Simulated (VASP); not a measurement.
# Pt in VASP: notebook, part 2 of 2

VASP 6.6.1.

**3. Single point, RPBE (15.66 Å³/atom)**

This run uses another cell than the first one, of 15.66 Å³/atom.

Contents of INCAR:

```
SYSTEM = Pt
PREC = Accurate
ENCUT = 520
EDIFF = 1E-6
ISMEAR = -1
SIGMA = 0.1
LREAL = .FALSE.
LASPH = .TRUE.
NELM = 80
ALGO = Normal
ISIF = 2
LWAVE = .FALSE.
LCHARG = .FALSE.
GGA = RP
NBANDS = 17
```

Contents of KPOINTS:

```
regular mesh
0
G
  14 14 10
  0 0 0
```

Contents of POSCAR:

```
Pt
1.0
   -2.0983143491      2.4463714316      1.3112895455
    2.4463714316     -2.0983143491      1.3112895455
    2.5381013926      2.5381013926     -0.6738223615
Pt
2
Direct
    0.0159211942      0.9840788058      0.0000000000
    0.7340788058      0.2659211942      0.5000000000
```

Potentials or basis: VASP PAW PBE potentials, release 64 (Pt).

On the command line:

```console
cat potpaw_PBE.64/Pt/POTCAR > POTCAR
mpirun -np 1 vasp_std > vasp.out
```

OUTCAR:

```text
SYSTEM = Pt
   PREC = Accurate
   ENCUT = 520
   EDIFF = 1E-6
   ISMEAR = -1
   LREAL = .FALSE.
   LASPH = .TRUE.
   NELM = 80
   ISIF = 2
   GGA = RP

 ion  position               nearest neighbor table
   1  0.016  0.984  0.000-   2 2.57   2 2.57   2 2.66   2 2.66   2 2.66   2 2.66
   2  0.734  0.266  0.500-   1 2.57   1 2.57   1 2.66   1 2.66   1 2.66   1 2.66

  LATTYP: Found a base centered monoclinic cell.
 ALAT       =     2.6683718920
 B/A-ratio  =     2.4086433706
 C/A-ratio  =     1.3686684283
 COS(beta)  =    -0.0000353102

  Lattice vectors:

 A1 = (  -2.0983143491,   2.4463714316,   1.3112895455)
 A2 = (   2.4463714316,  -2.0983143491,   1.3112895455)
 A3 = (   2.5381013926,   2.5381013926,  -0.6738223615)

Analysis of symmetry for initial positions (statically):
=====================================================================
 Subroutine PRICEL returns:
 Original cell was already a primitive cell.

 Routine SETGRP: Setting up the symmetry group for a
 base centered monoclinic supercell.

 Subroutine GETGRP returns: Found  4 space group operations
 (whereof  2 operations were pure point group operations)
 out of a pool of  4 trial point group operations.

The static configuration has the point symmetry C_2 .
 The point group associated with its full space group is C_2h.

Analysis of symmetry for dynamics (positions and initial velocities):
=====================================================================
 Subroutine PRICEL returns:
 Original cell was already a primitive cell.

 Routine SETGRP: Setting up the symmetry group for a
 base centered monoclinic supercell.

 Subroutine GETGRP returns: Found  4 space group operations
 (whereof  2 operations were pure point group operations)
 out of a pool of  4 trial point group operations.

The dynamic configuration has the point symmetry C_2 .
 The point group associated with its full space group is C_2h.

 Subroutine INISYM returns: Found  4 space group operations
 (whereof  2 operations are pure point group operations),
 and found     1 'primitive' translations

----------------------------------------------------------------------------------------

                                     Primitive cell

  volume of cell :      31.3170

  direct lattice vectors                    reciprocal lattice vectors
    -2.098314349  2.446371432  1.311289545    -0.061126421  0.158910794  0.368326530
     2.446371432 -2.098314349  1.311289545     0.158910794 -0.061126421  0.368326530
     2.538101393  2.538101393 -0.673822361     0.190292921  0.190292921 -0.050509668

  length of vectors
     3.479531084  3.479531084  3.652116364     0.405775199  0.405775199  0.273813839

  position of ions in fractional coordinates (direct lattice)
     0.015921194  0.984078806  0.000000000
     0.734078806  0.265921194  0.500000000

  ion indices of the primitive-cell ions
   primitive index   ion index
                 1           1
                 2           2

----------------------------------------------------------------------------------------

 KPOINTS: regular mesh

Automatic generation of k-mesh.
 Grid dimensions read from file:
 generate k-points for:   14   14   10

 Generating k-lattice:

  Cartesian coordinates                     Fractional coordinates (reciprocal lattice)
    -0.004366173  0.011350771  0.026309038     0.071428571  0.000000000 -0.000000000
     0.011350771 -0.004366173  0.026309038     0.000000000  0.071428571 -0.000000000
     0.019029292  0.019029292 -0.005050967     0.000000000  0.000000000  0.100000000

  Length of vectors
     0.028983943  0.028983943  0.027381384

  Shift w.r.t. Gamma in fractional coordinates (k-lattice)
     0.000000000  0.000000000  0.000000000

 Subroutine IBZKPT returns following result:
 ===========================================

 Found    534 irreducible k-points:

 Following reciprocal coordinates:
            Coordinates               Weight
  0.000000  0.000000  0.000000      1.000000
  0.071429 -0.000000 -0.000000      4.000000
  0.142857  0.000000 -0.000000      4.000000
  0.214286  0.000000 -0.000000      4.000000
  0.285714 -0.000000  0.000000      4.000000
  0.357143  0.000000  0.000000      4.000000
[... 16 lines left out ...]
  0.214286  0.142857 -0.000000      4.000000
  0.285714  0.142857 -0.000000      4.000000
 [... further k-points ...]
   k-points           NKPTS =    534   k-points in BZ     NKDIM =    534   number of bands    NBANDS=     17
   number of dos      NEDOS =    301   number of ions     NIONS =      2
   total plane-waves  NPLWV =  21952
   dimension x,y,z NGX =    28 NGY =   28 NGZ =   28
   dimension x,y,z NGXF=    56 NGYF=   56 NGZF=   56
   ions per type =               2
   NGX,Y,Z   is equivalent  to a cutoff of  13.38, 13.38, 12.75 a.u.
   NGXF,Y,Z  is equivalent  to a cutoff of  26.76, 26.76, 25.49 a.u.
 SYSTEM =  Pt
   PREC   = accura    normal or accurate (medium, high low for compatibility)
   ISTART =      0    job   : 0-new  1-cont  2-samecut
   ICHARG =      2    charge: 1-file 2-atom 10-const
   ISPIN  =      1    spin polarized calculation?
   LNONCOLLINEAR =      F non collinear calculations
   LSORBIT =      F    spin-orbit coupling
   LASPH  =      T    aspherical Exc in radial PAW
   ENCUT  =  520.0 eV  38.22 Ry    6.18 a.u.   6.47  6.47  6.79*2*pi/ulx,y,z
   NELM   =     80;   NELMIN=  2; NELMDL= -5     # of ELM steps
   EDIFF  = 0.1E-05   stopping-criterion for ELM
   LREAL  =      F    real-space projection
   EDIFFG = 0.1E-04   stopping-criterion for IOM
   NSW    =      0    number of steps for IOM
   IBRION =     -1    ionic relax: 0-MD 1-quasi-New 2-CG
   NFREE  =      0    steps in history (QN), initial steepest desc. (CG)
   ISIF   =      2    stress and relaxation
   ISYM   =      2    0-nonsym 1-usesym 2-fastsym
   POTIM  = 0.5000    time-step for ionic-motion
   TEBEG  =    0.0;   TEEND  =   0.0 temperature during run
   PSTRESS=    0.0 pullay stress
   NELECT =      20.0000    total number of electrons
   NUPDOWN=      -1.0000    fix difference up-down
   EMIN   =  10.00;   EMAX   =-10.00  energy-range for DOS
   EFERMI =   0.00;   METHOD = LEGACY
   ISMEAR =    -1;   SIGMA  =   0.10  broadening in eV -4-tet -1-fermi 0-gaus
   EFERMI_NEDOS =   21; number of points for ismear=-14 and -15
   IALGO  =     38    algorithm
   IMIX   =      4    mixing-type and parameters
     AMIX     =   0.40;   BMIX     =  1.00
     AMIX_MAG =   1.60;   BMIX_MAG =  1.00
  volume/ion in A,a.u.               =      15.66       105.67
  Fermi-wavevector in a.u.,A,eV,Ry     =   1.409802  2.664140 27.042158  1.987543
  Thomas-Fermi vector in A             =   2.531821
   LORBIT       =      0    0 simple, 1 ext, 2 COOP (PROOUT), +10 PAW based schemes
   GGA     = RP    functional components
   LHFCALC =     F    Hartree Fock is set to
   AEXX    =    0.0000 exact exchange contribution
   IVDW    =     0    specifies the selected vdW correction
   LEPSILON=     F    determine dielectric tensor
   LRPA    =     F    only Hartree local field effects (RPA)
 non-spin polarized calculation
  energy-cutoff  :      520.00
  volume of cell :       31.32
 maximum number of plane-waves:       860
 NGX is ok and might be reduce to    28
   NGX = 13   NGY = 13   NGZ = 13

 number of electron      20.0000001 magnetization

 Free energy of the ion-electron system (eV)
  ---------------------------------------------------
  ext. energy  EPLUGINS =         0.00000000
  ---------------------------------------------------
  free energy    TOTEN  =       -10.52445692 eV

  energy without entropy =      -10.45939091  energy(sigma->0) =      -10.49192391

 E-fermi :  10.8591     XC(G=0): -13.1317

 val. band max:       10.8519555780   @ k =  -0.3571   0.2143   0.1000
 cond. band min:      10.8593756022   @ k =  -0.4286   0.2857   0.0000
 fundamental gap:      0.0074200241
 Fermi energy:        10.8591227032

 k-point     1 :       0.0000    0.0000    0.0000
  band No.  band energies     occupation
      1       0.9010      2.00000
      2       3.8734      2.00000
      3       4.8928      2.00000
      4       5.0376      2.00000
      5       6.1050      2.00000
      6       8.4966      2.00000
[... 9 lines left out ...]
     16      27.4902      0.00000
     17      28.7590      0.00000
[... 443 lines left out ...]
      1       4.0869      2.00000
      2       4.5576      2.00000
      3       4.7719      2.00000
      4       6.0437      2.00000
      5       6.1486      2.00000
      6       7.4502      2.00000
[... 9 lines left out ...]
     16      25.3205      0.00000
     17      28.1058      0.00000

 [... further k-points ...]

------------------------ aborting loop because EDIFF is reached ----------------------------------------

  FORCE on cell =-STRESS in cart. coord.  units (eV):
  Direction    XX          YY          ZZ          XY          YZ          ZX
  --------------------------------------------------------------------------------------
  -------------------------------------------------------------------------------------
  Total        3.9463713      3.9463713      4.0789797      0.3224228     -0.0257244     -0.0257245
  in kB      201.8964578    201.8964578    208.6807048     16.4951610     -1.3160631     -1.3160636
  external PRESSURE =     204.1578735 kB  Pullay stress =       0.0000000 kB

 VOLUME and BASIS-vectors are now :
 -----------------------------------------------------------------------------
  energy-cutoff  :      520.00
  volume of cell :       31.32
      direct lattice vectors                 reciprocal lattice vectors
    -2.098314349  2.446371432  1.311289545    -0.061126421  0.158910794  0.368326530
     2.446371432 -2.098314349  1.311289545     0.158910794 -0.061126421  0.368326530
     2.538101393  2.538101393 -0.673822361     0.190292921  0.190292921 -0.050509668

 POSITION                                       TOTAL-FORCE (eV/Angst)
 -----------------------------------------------------------------------------------
      2.37401     -2.02596      1.31129         0.039223     -0.039223      0.000000
      0.37926      2.50689      0.97438        -0.039223      0.039223     -0.000000
 -----------------------------------------------------------------------------------
    total drift:                               -0.000000     -0.000000      0.000000

  FREE ENERGIE OF THE ION-ELECTRON SYSTEM (eV)
  ---------------------------------------------------
  free  energy   TOTEN  =       -10.5244569216 eV

  energy  without entropy=      -10.4593909083  energy(sigma->0) =      -10.49192391
```

It took 2.4 min on 1 thread of AMD EPYC 9R45 (Zen 5), shared host; peak memory 0.32 GiB.

Results:

```yaml
Free_energy: -10.5245 eV
Pressure: 20.4 GPa
Largest_force: 0.055 eV/Å
Band_gap_on_the_k_mesh: zero (bands 10 and 11 overlap by 1.82 eV)
```

Forces in eV/Å, atoms in the order of the input:
```
Pt   0.039 -0.039  0.000
Pt  -0.039  0.039  0.000
```

Levels at points of the mesh, in eV from the Fermi level:
| k point | band 8 | band 9 | band 10 | band 11 | band 12 | band 13 |
| --- | --- | --- | --- | --- | --- | --- |
| (0.00, 0.00, 0.00) | -1.85 | -0.95 | -0.50 | 0.82 | 3.55 | 7.34 |
| (0.50, 0.00, 0.00) | -1.94 | -1.20 | 0.41 | 2.06 | 3.69 | 6.37 |
| (0.50, 0.50, 0.00) | -2.33 | -1.48 | -0.55 | -0.20 | 0.18 | 11.35 |
| (0.00, 0.00, 0.50) | -2.73 | -2.24 | -2.24 | 0.28 | 0.28 | 12.35 |
| (0.50, 0.00, 0.50) | -2.08 | -0.36 | -0.36 | 2.80 | 2.80 | 7.44 |
| (0.50, 0.50, 0.50) | -1.92 | -1.00 | -1.00 | -0.96 | -0.96 | 4.95 |

Caveat: the cell stands under pressure; the PAW data sets were made with another functional, which shifts forces and pressure a little; spin-orbit coupling is left out, which moves the levels of the heavy elements.
